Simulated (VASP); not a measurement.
# NaH (Fm-3m) in VASP: further runs

NaH is run at these levels: r2SCAN, LDA, PBEsol; tasks: single point.

All numbers are computed with VASP 6.6.1; they aren't measurements. Logs are shortened: lines on timing, memory, paths and dates and some standing lists are left out, and cuts for length are marked.

### 1 The cell of the first run

The structure is cubic, space group Fm-3m (No. 225). The conventional cell has a = 4.880 Å, b = 4.880 Å, c = 4.880 Å, α = 90.00°, β = 90.00°, γ = 90.00°. Na (site symmetry m-3m) has 6 H at 2.44 Å within 3.2 Å. Within 3.2 Å of H (site symmetry m-3m) lie 6 Na at 2.44 Å.

### 2 Single point, r2SCAN

Contents of POSCAR:

```
NaH
1.0
    0.0000000000      2.4400000000      2.4400000000
    2.4400000000      0.0000000000      2.4400000000
    2.4400000000      2.4400000000      0.0000000000
Na H
1 1
Direct
    0.0000000000      0.0000000000      0.0000000000
    0.5000000000      0.5000000000      0.5000000000
```

Contents of INCAR.step1:

```
PREC = Accurate
ENCUT = 520
ISMEAR = -1
SIGMA = 0.05
LREAL = False
LASPH = True
NELM = 60
NBANDS = 11
GGA = PE
ALGO = Normal
EDIFF = 1E-4
LWAVE = True
LCHARG = False
```

Contents of INCAR.step2:

```
PREC = Accurate
ENCUT = 520
EDIFF = 1E-7
ISMEAR = -1
SIGMA = 0.05
LREAL = False
LASPH = True
NELM = 60
ALGO = Normal
ISIF = 2
LWAVE = False
LCHARG = False
METAGGA = R2SCAN
LMIXTAU = True
NBANDS = 11
ISTART = 1
```

Contents of KPOINTS:

```
regular mesh
0
Gamma
  9 9 9
```

Potentials or basis: VASP PAW PBE potentials, release 64 (Na_pv, H).

Started as:

```sh
$ cat potpaw_PBE.64/Na_pv/POTCAR potpaw_PBE.64/H/POTCAR > POTCAR
$ cp INCAR.step1 INCAR
$ mpirun -np 1 vasp_std > vasp.out
$ cp INCAR.step2 INCAR
$ mpirun -np 1 vasp_std > vasp.out
```

OUTCAR:

```text
PREC = Accurate
   ENCUT = 520
   EDIFF = 1E-7
   ISMEAR = -1
   LREAL = False
   LASPH = True
   NELM = 60
   ISIF = 2
   METAGGA = R2SCAN
   ISTART = 1

 ion  position               nearest neighbor table
   1  0.000  0.000  0.000-
   2  0.500  0.500  0.500-

  LATTYP: Found a face centered cubic cell.
 ALAT       =     4.8800000000

  Lattice vectors:

 A1 = (   0.0000000000,   2.4400000000,   2.4400000000)
 A2 = (   2.4400000000,   0.0000000000,   2.4400000000)
 A3 = (   2.4400000000,   2.4400000000,   0.0000000000)

Analysis of symmetry for initial positions (statically):
=====================================================================
 Subroutine PRICEL returns:
 Original cell was already a primitive cell.

 Routine SETGRP: Setting up the symmetry group for a
 face centered cubic supercell.

 Subroutine GETGRP returns: Found 48 space group operations
 (whereof 48 operations were pure point group operations)
 out of a pool of 48 trial point group operations.

The static configuration has the point symmetry O_h .

Analysis of symmetry for dynamics (positions and initial velocities):
=====================================================================
 Subroutine PRICEL returns:
 Original cell was already a primitive cell.

 Routine SETGRP: Setting up the symmetry group for a
 face centered cubic supercell.

 Subroutine GETGRP returns: Found 48 space group operations
 (whereof 48 operations were pure point group operations)
 out of a pool of 48 trial point group operations.

The dynamic configuration has the point symmetry O_h .

 Subroutine INISYM returns: Found 48 space group operations
 (whereof 48 operations are pure point group operations),
 and found     1 'primitive' translations

----------------------------------------------------------------------------------------

                                     Primitive cell

  volume of cell :      29.0536

  direct lattice vectors                    reciprocal lattice vectors
     0.000000000  2.440000000  2.440000000    -0.204918033  0.204918033  0.204918033
     2.440000000  0.000000000  2.440000000     0.204918033 -0.204918033  0.204918033
     2.440000000  2.440000000  0.000000000     0.204918033  0.204918033 -0.204918033

  length of vectors
     3.450681092  3.450681092  3.450681092     0.354928444  0.354928444  0.354928444

  position of ions in fractional coordinates (direct lattice)
     0.000000000  0.000000000  0.000000000
     0.500000000  0.500000000  0.500000000

  ion indices of the primitive-cell ions
   primitive index   ion index
                 1           1
                 2           2

----------------------------------------------------------------------------------------

 KPOINTS: regular mesh

Automatic generation of k-mesh.
 Grid dimensions read from file:
 generate k-points for:    9    9    9

 Generating k-lattice:

  Cartesian coordinates                     Fractional coordinates (reciprocal lattice)
    -0.022768670  0.022768670  0.022768670     0.111111111  0.000000000  0.000000000
     0.022768670 -0.022768670  0.022768670     0.000000000  0.111111111  0.000000000
     0.022768670  0.022768670 -0.022768670     0.000000000  0.000000000  0.111111111

  Length of vectors
     0.039436494  0.039436494  0.039436494

  Shift w.r.t. Gamma in fractional coordinates (k-lattice)
     0.000000000  0.000000000  0.000000000

 Subroutine IBZKPT returns following result:
 ===========================================

 Found     35 irreducible k-points:

 Following reciprocal coordinates:
            Coordinates               Weight
  0.000000  0.000000  0.000000      1.000000
  0.111111  0.000000  0.000000      8.000000
  0.222222  0.000000  0.000000      8.000000
  0.333333  0.000000  0.000000      8.000000
  0.444444  0.000000  0.000000      8.000000
  0.111111  0.111111  0.000000      6.000000
[... 16 lines left out ...]
 -0.333333  0.333333  0.000000     12.000000
  0.444444  0.444444  0.000000      6.000000
 [... further k-points ...]
   k-points           NKPTS =     35   k-points in BZ     NKDIM =     35   number of bands    NBANDS=     11
   number of dos      NEDOS =    301   number of ions     NIONS =      2
   total plane-waves  NPLWV =  21952
   dimension x,y,z NGX =    28 NGY =   28 NGZ =   28
   dimension x,y,z NGXF=    56 NGYF=   56 NGZF=   56
   ions per type =               1   1
   NGX,Y,Z   is equivalent  to a cutoff of  13.49, 13.49, 13.49 a.u.
   NGXF,Y,Z  is equivalent  to a cutoff of  26.98, 26.98, 26.98 a.u.
 SYSTEM =  unknown system
   PREC   = accura    normal or accurate (medium, high low for compatibility)
   ISTART =      1    job   : 0-new  1-cont  2-samecut
   ICHARG =      0    charge: 1-file 2-atom 10-const
   ISPIN  =      1    spin polarized calculation?
   LNONCOLLINEAR =      F non collinear calculations
   LSORBIT =      F    spin-orbit coupling
   LASPH  =      T    aspherical Exc in radial PAW
   ENCUT  =  520.0 eV  38.22 Ry    6.18 a.u.   6.42  6.42  6.42*2*pi/ulx,y,z
   NELM   =     60;   NELMIN=  2; NELMDL=  0     # of ELM steps
   EDIFF  = 0.1E-06   stopping-criterion for ELM
   LREAL  =      F    real-space projection
   EDIFFG = 0.1E-05   stopping-criterion for IOM
   NSW    =      0    number of steps for IOM
   IBRION =     -1    ionic relax: 0-MD 1-quasi-New 2-CG
   NFREE  =      0    steps in history (QN), initial steepest desc. (CG)
   ISIF   =      2    stress and relaxation
   ISYM   =      2    0-nonsym 1-usesym 2-fastsym
   POTIM  = 0.5000    time-step for ionic-motion
   TEBEG  =    0.0;   TEEND  =   0.0 temperature during run
   PSTRESS=    0.0 pullay stress
   NELECT =       8.0000    total number of electrons
   NUPDOWN=      -1.0000    fix difference up-down
   EMIN   =  10.00;   EMAX   =-10.00  energy-range for DOS
   EFERMI =   0.00;   METHOD = LEGACY
   ISMEAR =    -1;   SIGMA  =   0.05  broadening in eV -4-tet -1-fermi 0-gaus
   EFERMI_NEDOS =   21; number of points for ismear=-14 and -15
   IALGO  =     38    algorithm
   IMIX   =      4    mixing-type and parameters
     AMIX     =   0.40;   BMIX     =  1.00
     AMIX_MAG =   1.60;   BMIX_MAG =  1.00
  volume/ion in A,a.u.               =      14.53        98.03
  Fermi-wavevector in a.u.,A,eV,Ry     =   1.065054  2.012660 15.433636  1.134340
  Thomas-Fermi vector in A             =   2.200593
   LORBIT       =      0    0 simple, 1 ext, 2 COOP (PROOUT), +10 PAW based schemes
   METAGGA = R2SCAN    functional components
   LHFCALC =     F    Hartree Fock is set to
   AEXX    =    0.0000 exact exchange contribution
   IVDW    =     0    specifies the selected vdW correction
   LEPSILON=     F    determine dielectric tensor
   LRPA    =     F    only Hartree local field effects (RPA)
 non-spin polarized calculation
  energy-cutoff  :      520.00
  volume of cell :       29.05
 maximum number of plane-waves:       797
 NGX is ok and might be reduce to    28
   NGX = 13   NGY = 13   NGZ = 13

 number of electron       8.0000008 magnetization

 Free energy of the ion-electron system (eV)
  ---------------------------------------------------
  ext. energy  EPLUGINS =         0.00000000
  ---------------------------------------------------
  free energy    TOTEN  =        -7.59518071 eV

  energy without entropy =       -7.59518071  energy(sigma->0) =       -7.59518071

 E-fermi :  -0.5382     XC(G=0):  -8.0316

 val. band max:       -1.6003580203   @ k =  -0.3333   0.4444   0.1111
 cond. band min:       3.0113725566   @ k =   0.4444   0.0000   0.0000
 fundamental gap:      4.6117305768
 Fermi energy:        -0.5382420580

 k-point     1 :       0.0000    0.0000    0.0000
  band No.  band energies     occupation
      1     -24.4963      2.00000
      2     -24.4959      2.00000
      3     -24.4959      2.00000
      4      -5.0116      2.00000
      5       9.6313      0.00000
      6      14.5885      0.00000
      7      14.5885      0.00000
      8      14.5886      0.00000
      9      15.4425      0.00000
     10      15.4425      0.00000
     11      15.4426      0.00000

 k-point     2 :       0.1111    0.0000    0.0000
  band No.  band energies     occupation
      1     -24.5055      2.00000
      2     -24.4974      2.00000
      3     -24.4971      2.00000
      4      -4.8029      2.00000
      5       8.8585      0.00000
      6      12.2934      0.00000
      7      13.8609      0.00000
      8      13.8610      0.00000
      9      16.2682      0.00000
     10      16.2685      0.00000
     11      16.5683      0.00000

 k-point     3 :       0.2222    0.0000    0.0000
  band No.  band energies     occupation
      1     -24.5293      2.00000
      2     -24.5002      2.00000
      3     -24.4998      2.00000
      4      -4.2037      2.00000
      5       6.8044      0.00000
      6      10.8655      0.00000
      7      13.0630      0.00000
      8      13.0632      0.00000
      9      16.6383      0.00000
     10      16.6388      0.00000
     11      17.7909      0.00000

 k-point     4 :       0.3333    0.0000    0.0000
  band No.  band energies     occupation
      1     -24.5561      2.00000
      2     -24.5033      2.00000
      3     -24.5030      2.00000
      4      -3.3231      2.00000
      5       4.5641      0.00000
      6      10.2289      0.00000
      7      12.5070      0.00000
      8      12.5074      0.00000
      9      16.1292      0.00000
     10      16.1300      0.00000
     11      18.3804      0.00000
[... 239 lines left out ...]
 k-point    22 :      -0.4444    0.3333    0.0000
  band No.  band energies     occupation
      1     -24.5578      2.00000
      2     -24.5344      2.00000
      3     -24.5178      2.00000
      4      -1.7511      2.00000
      5       4.1080      0.00000
      6       5.9732      0.00000
      7      10.1676      0.00000
      8      11.0190      0.00000
      9      15.3743      0.00000
     10      20.5707      0.00000
     11      21.1796      0.00000

 k-point    23 :      -0.3333    0.3333    0.0000
  band No.  band energies     occupation
      1     -24.5484      2.00000
      2     -24.5458      2.00000
      3     -24.5135      2.00000
      4      -1.7884      2.00000
      5       4.7042      0.00000
      6       4.8322      0.00000
      7      10.6737      0.00000
      8      11.6105      0.00000
      9      17.5555      0.00000
     10      20.2500      0.00000
     11      20.8289      0.00000

 k-point    24 :       0.4444    0.4444    0.0000
  band No.  band energies     occupation
      1     -24.5647      2.00000
      2     -24.5225      2.00000
      3     -24.5222      2.00000
      4      -1.8681      2.00000
      5       3.7879      0.00000
      6       9.1299      0.00000
      7       9.7180      0.00000
      8       9.7181      0.00000
      9      11.3501      0.00000
     10      22.4379      0.00000
     11      24.2097      0.00000

 [... further k-points ...]

------------------------ aborting loop because EDIFF is reached ----------------------------------------

  FORCE on cell =-STRESS in cart. coord.  units (eV):
  Direction    XX          YY          ZZ          XY          YZ          ZX
  --------------------------------------------------------------------------------------
  -------------------------------------------------------------------------------------
  Total       -0.2332028     -0.2332028     -0.2332028      0.0000000      0.0000000     -0.0000000
  in kB      -12.8601174    -12.8601174    -12.8601174      0.0000000      0.0000000     -0.0000000
  external PRESSURE =     -12.8601174 kB  Pullay stress =       0.0000000 kB

 VOLUME and BASIS-vectors are now :
 -----------------------------------------------------------------------------
  energy-cutoff  :      520.00
  volume of cell :       29.05
      direct lattice vectors                 reciprocal lattice vectors
     0.000000000  2.440000000  2.440000000    -0.204918033  0.204918033  0.204918033
     2.440000000  0.000000000  2.440000000     0.204918033 -0.204918033  0.204918033
     2.440000000  2.440000000  0.000000000     0.204918033  0.204918033 -0.204918033

 POSITION                                       TOTAL-FORCE (eV/Angst)
 -----------------------------------------------------------------------------------
      0.00000      0.00000      0.00000         0.000000      0.000000      0.000000
      2.44000      2.44000      2.44000         0.000000     -0.000000     -0.000000
 -----------------------------------------------------------------------------------
    total drift:                               -0.000000     -0.000000     -0.000000

  FREE ENERGIE OF THE ION-ELECTRON SYSTEM (eV)
  ---------------------------------------------------
  free  energy   TOTEN  =        -7.5951807103 eV

  energy  without entropy=       -7.5951807102  energy(sigma->0) =       -7.59518071
```

Wall time 26 s (1 thread of Intel Xeon 6975P-C (Granite Rapids), shared host); peak memory 0.16 GiB.

Results:

* Free energy: -7.5952 eV
* Pressure: -1.3 GPa
* Band gap on the k mesh: 4.61 eV, indirect (least direct gap 5.28 eV)

Levels at points of the mesh, in eV from the valence-band top:
```
           k point  band 1  band 2  band 3  band 4  band 5  band 6  band 7  band 8  band 9
(0.00, 0.00, 0.00)  -22.90  -22.90  -22.90   -3.41   11.23   16.19   16.19   16.19   17.04
```

Caveat: the PAW data sets were made with another functional, which shifts forces and pressure a little.

### 3 Single point, r2SCAN

This run uses another cell than the first one, of 14.82 Å³/atom, 1.020 times its volume.

Contents of POSCAR:

```
NaH
1.0
    0.0000000000      2.4561594113      2.4561594113
    2.4561594113      0.0000000000      2.4561594113
    2.4561594113      2.4561594113      0.0000000000
Na H
1 1
Direct
    0.0000000000      0.0000000000      0.0000000000
    0.5000000000      0.5000000000      0.5000000000
```

Edit INCAR.step1 of step 2 so:

```diff
@@ -6,3 +6,3 @@
 LASPH = True
-NELM = 60
+NELM = 80
 NBANDS = 11
```

Edit INCAR.step2 of step 2 so:

```diff
@@ -2,3 +2,3 @@
 ENCUT = 520
-EDIFF = 1E-7
+EDIFF = 1E-6
 ISMEAR = -1
@@ -7,3 +7,3 @@
 LASPH = True
-NELM = 60
+NELM = 80
 ALGO = Normal
```

Contents of KPOINTS:

```
Automatic mesh
0
Gamma
  9 9 9
```

Potentials or basis: VASP PAW PBE potentials, release 64 (Na_pv, H).

Started as:

```sh
$ cat potpaw_PBE.64/Na_pv/POTCAR potpaw_PBE.64/H/POTCAR > POTCAR
$ cp INCAR.step1 INCAR
$ mpirun -np 1 vasp_std > vasp.out
$ cp INCAR.step2 INCAR
$ mpirun -np 1 vasp_std > vasp.out
```

It took 21 s on 1 thread of Intel Xeon 6975P-C (Granite Rapids), shared host; peak memory 0.15 GiB.

It converged, with:

```
Free energy            : -7.5897 eV
Pressure               : -1.7 GPa
Band gap on the k mesh : 4.57 eV, indirect (least direct gap 5.24 eV)
```

Levels at points of the mesh, in eV from the valence-band top:
```tsv
k point	band 1	band 2	band 3	band 4	band 5	band 6	band 7	band 8	band 9
(0.00, 0.00, 0.00)	-22.94	-22.94	-22.94	-3.36	11.05	16.04	16.04	16.04	16.85
```

Caveat: the PAW data sets were made with another functional, which shifts forces and pressure a little.

(Continued in part 2 of 2.)
